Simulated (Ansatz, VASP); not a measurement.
## Na2S in VASP and in Ansatz

```
Na S
1.0
     0.00000    3.25062    3.26688
     3.25062    0.00000    3.26688
     3.25062    3.25062    0.00000
Na S
2 1
Direct
  0.25000 0.25000 0.25000
  0.75000 0.75000 0.75000
  0.00000 0.00000 0.00000
```

Change from the starting cell: z stretched by +0.5 %, x and y held.

Alike in both runs: task single point; functional PBEsol; k mesh 6 × 6 × 6; no spin polarisation.

```csv
,VASP,Ansatz
version,VASP 6.6.1,Ansatz 0.2.0
potentials or method,"VASP PAW PBE potentials, release 64 (Na_pv, S), cutoff 500 eV","all-electron LAPW, scalar-relativistic"
occupations,"gaussian, width 0.01 eV",fixed
```

|  | VASP | Ansatz | Ansatz less VASP |
| --- | --- | --- | --- |
| gap on the k mesh at the Fermi level (eV) | 2.41 | 2.41 | +0.002 |
| pressure (GPa) | -0.1 | -0.1 | -0.07 |
| traceless stress, the component that is largest in VASP (GPa) | -0.13 | -0.13 | 0.000 |

VASP's potentials were made for PBE, not for PBEsol. Ansatz ran all-electron here, and VASP with PAW potentials.
